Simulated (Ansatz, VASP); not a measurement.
## CdTe: VASP beside Ansatz

Contents of POSCAR:

```
CdTe
1.0
    0.0000000000      3.1815564627      3.4054182159
    3.1815564627      0.0000000000      3.4054182159
    3.1815564627      3.1815564627      0.0000000000
Cd Te
1 1
Direct
    0.0000000000      0.0000000000      0.0000000000
    0.2500000000      0.2500000000      0.2500000000
```

Contents of INCAR.step1:

```
SYSTEM = CdTe
PREC     = Accurate       ! precision mode
ENCUT    = 520            ! plane-wave cutoff, eV
ISMEAR   = 0              ! smearing method
SIGMA    = 0.01           ! smearing width, eV
LREAL    = .FALSE.        ! projectors in reciprocal space
LASPH    = .TRUE.         ! aspherical terms in the spheres
NELM     = 80             ! most SCF steps
NBANDS   = 16             ! bands
GGA      = PE             ! functional
ALGO     = Normal         ! electronic algorithm
EDIFF    = 1E-4           ! SCF threshold, eV
LWAVE    = .TRUE.         ! write WAVECAR
LCHARG   = .FALSE.        ! write CHGCAR
```

File INCAR.step2:

```
SYSTEM = CdTe
PREC     = Accurate       ! precision mode
ENCUT    = 520            ! plane-wave cutoff, eV
EDIFF    = 1E-7           ! SCF threshold, eV
ISMEAR   = 0              ! smearing method
SIGMA    = 0.01           ! smearing width, eV
LREAL    = .FALSE.        ! projectors in reciprocal space
LASPH    = .TRUE.         ! aspherical terms in the spheres
NELM     = 80             ! most SCF steps
ALGO     = Normal         ! electronic algorithm
ISIF     = 2              ! what is computed and relaxed
LWAVE    = .FALSE.        ! write WAVECAR
LCHARG   = .TRUE.         ! write CHGCAR
METAGGA  = R2SCAN         ! meta-GGA
LMIXTAU  = .TRUE.       
LELF     = .TRUE.         ! ELF
LVHAR    = .TRUE.       
NBANDS   = 16             ! bands
ISTART   = 1
```

Contents of KPOINTS:

```
regular mesh
0
G
  6 6 6
  0 0 0
```

Input for Ansatz:

```yaml
crystal:
  lattice:
    - [0.0, 3.1815564627, 3.4054182159]
    - [3.1815564627, 0.0, 3.4054182159]
    - [3.1815564627, 3.1815564627, 0.0]
  atoms:
    - { symbol: Cd, position: [0.0, 0.0, 0.0] }
    - { symbol: Te, position: [0.25, 0.25, 0.25] }
kpoints:
  mp_grid: { grid: [6, 6, 6] }
  band_path:
    path:
      - [0.0, 0.0, 0.0]
      - [-0.5, -0.5, 0.0]
      - [-0.375, -0.375, 0.25]
      - [-0.375, 0.0, 0.375]
      - [0.0, 0.0, 0.5]
      - [-0.5, -0.25, 0.25]
    npoints: 1
hamiltonian:
  xc: r2scan
scf:
  occupations: { method: fixed }
  n_extra_bands: 4
output:
  forces: true
  stress: true
  eigenvalues: true
```

Change from the starting cell: epitaxial_xy strain -3.0%.

Alike in both runs: task single point; functional r2SCAN; k mesh 6 × 6 × 6; no spin polarisation.

```csv
,VASP,Ansatz
version,VASP 6.6.1,Ansatz 0.2.0
potentials or method,"VASP PAW PBE potentials, release 64 (Cd, Te)","plane waves, PAW"
plane-wave cutoff (eV),520,500
occupations,"gaussian, width 0.01 eV",fixed
valence electrons in the cell,18,36
```

Ansatz gave:

```
gap on the k mesh at the Fermi level (eV)                     : 1.13
pressure (GPa)                                                : 0.9
traceless stress, the component that is largest in VASP (GPa) : -0.86
```

**Question.** What did VASP give for the same quantities?

**Answer.** gap on the k mesh at the Fermi level (eV): 1.13; pressure (GPa): 1.0; traceless stress, the component that is largest in VASP (GPa): -0.86.

VASP's potentials were made for PBE, not for r2SCAN. VASP's potentials hold 18 valence electrons a cell and Ansatz's 36, so a difference there can come from the potentials and not from the codes.

Spin-orbit coupling is off throughout.
